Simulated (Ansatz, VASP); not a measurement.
One calculation of Hf3H, two programs

```xyz
8
Lattice="3.1400 0.0000 0.0000 -1.5700 2.7193 0.0000 0.0000 0.0000 14.8800" Properties=species:S:1:pos:R:3 pbc="T T T"
Hf    0.0000    1.8129    1.2400
Hf    1.5700    0.9064    3.7200
Hf    1.5700    0.9064   13.6400
Hf    0.0000    1.8129   11.1600
Hf    0.0000    1.8129    6.2000
Hf    1.5700    0.9064    8.6800
H     0.0000    1.8129    3.1000
H     1.5700    0.9064   11.7800
```

Alike in both runs: task relaxation of cell and atoms; functional PBE; k mesh 6 × 6 × 1; occupations gaussian, width 0.2 eV; no spin polarisation.

```csv
,VASP,Ansatz
version,VASP 6.6.1,Ansatz 0.2.0
potentials or method,"VASP PAW PBE potentials, release 64 (Hf_pv, H), cutoff 600 eV","scalar-relativistic, plane waves, PAW"
valence electrons in the cell,62,158
```

|  | VASP | Ansatz | Ansatz less VASP |
| --- | --- | --- | --- |
| gap on the k mesh at the Fermi level, each at its own relaxed structure (eV) | none | none | - |
| relaxed volume (Å³/atom) | 17.63 | 17.72 | +0.093 |
| relaxed cell length with the largest relative difference (Å) | 15.797 | 15.843 | +0.0466 |

A gap of «none» marks a metal or a gap that the smearing closes. VASP's potentials hold 62 valence electrons a cell and Ansatz's 158, so a difference there can come from the potentials and not from the codes.

The k mesh is coarse, so the values compare programs but aren't converged. Spin-orbit coupling is off throughout.
